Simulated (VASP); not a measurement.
Runs of VASP 6.6.1 on Ga2Se. The structure is that of space group Fd-3m (No. 227), or close to it. The cells are those of the table. 

```tsv
task	cell	cutoff (eV)	smearing	gap on the mesh (eV)	pressure (GPa)	relaxed volume (Å³/atom)
single point	a = 9.213 Å, angles 60.0°, 6 atoms	520	gaussian 0.1 eV	(b)	0.1	-
relaxation of cell and atoms	relaxed from a = 9.213 Å, angles 60.0°, 6 atoms	600	gaussian 0.02 eV	0.97	0.0	93.39
single point	a = 6.158 Å, angles 60.0°, 6 atoms	520	gaussian 0.1 eV	none	(a)	-
relaxation of cell and atoms	relaxed from a = 6.158 Å, angles 60.0°, 6 atoms	600	gaussian 0.1 eV	0.89	0.1	88.92
```

Alike in all rows: level PBE; potentials or basis VASP PAW PBE potentials, release 64 (Ga_d, Se); no spin polarisation; k mesh 4 × 4 × 4.

**Question.** Fill in the values left out.

**Answer.** (a) 68.0; (b) 0.95.

Caveats: the cell stands under pressure (at least some runs); the volume moved by over 15 % at a fixed basis, so the end points are rough (at least some runs).

A k mesh can miss the band edges, and the runs leave out spin-orbit coupling on Ga, Se.

A gap of «none» marks levels without a gap at the run's occupations.
